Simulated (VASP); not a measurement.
B2O:

```
CELL_PARAMETERS angstrom
2.87900 0.00000 0.00000
-1.43950 2.49329 0.00000
0.00000 0.00000 7.05200
ATOMIC_POSITIONS crystal
B 0.00000 0.00000 0.38000
B 0.00000 0.00000 0.62000
B 0.66667 0.33333 0.02300
B 0.33333 0.66667 0.97700
O 0.66667 0.33333 0.30600
O 0.33333 0.66667 0.69400
```

```yaml
Program: VASP 6.6.1
Task: relaxation of cell and atoms
Functional: PBE
Potentials_or_basis: VASP PAW PBE potentials, release 64 (B, O)
Cutoff: 600 eV
k_mesh: 12 × 12 × 4
Occupations: gaussian, width 0.1 eV
Spin: no spin polarisation
```

At the start: pressure -19.1 GPa; volume 8.44 Å³/atom.

Problem. How do energy, volume and symmetry change on relaxing?

Solution. Over 18 steps the energy falls by 306.8 meV/atom and the volume is 8.82 Å³/atom (+4.6 %); space group P-3m1 (No. 164, to 0.05 Å).

The path:
| step | energy change (eV) | largest force (eV/Å) | pressure (GPa) | volume (Å³) |
| --- | --- | --- | --- | --- |
| 1 | 0.0000 | 0.1214 | -19.14 | 50.62 |
| 2 | -0.6946 | 0.7384 | 8.35 | 43.51 |
| 3 | -0.6968 | 0.6756 | 6.50 | 43.83 |
| 4 | -0.9200 | 0.5702 | 4.87 | 44.24 |
| 5 | -1.0538 | 1.5171 | 3.41 | 44.77 |
| 6 | -1.2717 | 1.5728 | 1.93 | 45.87 |
| 7 | -1.6258 | 0.9075 | -0.34 | 49.00 |
| 8 | -1.6405 | 0.7371 | -0.47 | 49.65 |
| 9 | -1.7210 | 0.6557 | 5.29 | 49.45 |
| 10 | -1.7210 | 0.6518 | 5.26 | 49.45 |
| 11 | -1.7847 | 0.5167 | 3.62 | 50.41 |
| 12 | -1.7984 | 0.6960 | 2.62 | 51.12 |
| 13 | -1.8310 | 0.2144 | -0.25 | 52.51 |
| 14 | -1.8337 | 0.2034 | -1.09 | 52.95 |
| 15 | -1.8338 | 0.1976 | -1.33 | 53.08 |
| 16 | -1.8406 | 0.0501 | 0.48 | 52.81 |
| 17 | -1.8406 | 0.0495 | 0.51 | 52.80 |
| 18 | -1.8411 | 0.0243 | 0.03 | 52.93 |

Final structure:
```xyz
6
Lattice="2.5789 0.0000 0.0000 -1.2895 2.2334 0.0000 0.0000 0.0000 9.1892" Properties=species:S:1:pos:R:3 pbc="T T T"
B     0.0000    0.0000    3.7265
B     0.0000    0.0000    5.4628
B     1.2895    0.7445    0.2390
B     0.0000    1.4889    8.9502
O     1.2895    0.7445    3.1803
O     0.0000    1.4889    6.0089
```

Caveat: this functional lacks dispersion, which binds the layers, so the pressure and a relaxed spacing across them are unreliable; the relaxation stopped at a loose force limit of 0.05 eV/Å, so its end isn't a converged minimum.
